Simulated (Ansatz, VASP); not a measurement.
## Two plane-wave programs on TeW

```
W Te
1.0
     0.00000    3.06183    3.06183
     3.06183    0.00000    3.06183
     3.06183    3.06183    0.00000
W Te
1 1
Cartesian
  0.0000 0.0000 0.0000
  1.5309 1.5309 1.5309
```

Alike in both runs: functional PBE; k mesh 12 × 12 × 12; occupations gaussian, width 0.1 eV; collinear spin.

Ansatz relaxed the structure, and its values are those at the end. VASP's run is a single point on that final structure, the one shown.

```csv
,VASP,Ansatz
version,VASP 6.6.1,Ansatz 0.2.0
potentials or method,"VASP PAW PBE potentials, release 64 (W_sv, Te), cutoff 520 eV","scalar-relativistic, plane waves, PAW"
valence electrons in the cell,20,30
```

```tsv
	VASP	Ansatz	Ansatz less VASP
gap on the k mesh at the Fermi level (eV)	none	none	-
pressure (GPa)	0.0	0.0	+0.01
net moment per atom (μB)	0.70	0.70	-0.001
size of the moment on the site where the two differ most (μB)	1.10	0.95	-0.152
```

Site moments also hang on the region over which each program counts them. A gap of «none» marks a metal or a gap that the smearing closes. The functional is the same, so the differences come from potentials, cutoffs and numerics. VASP's potentials hold 20 valence electrons a cell and Ansatz's 30, so a difference there can come from the potentials and not from the codes.

Neither program's run includes spin-orbit coupling.
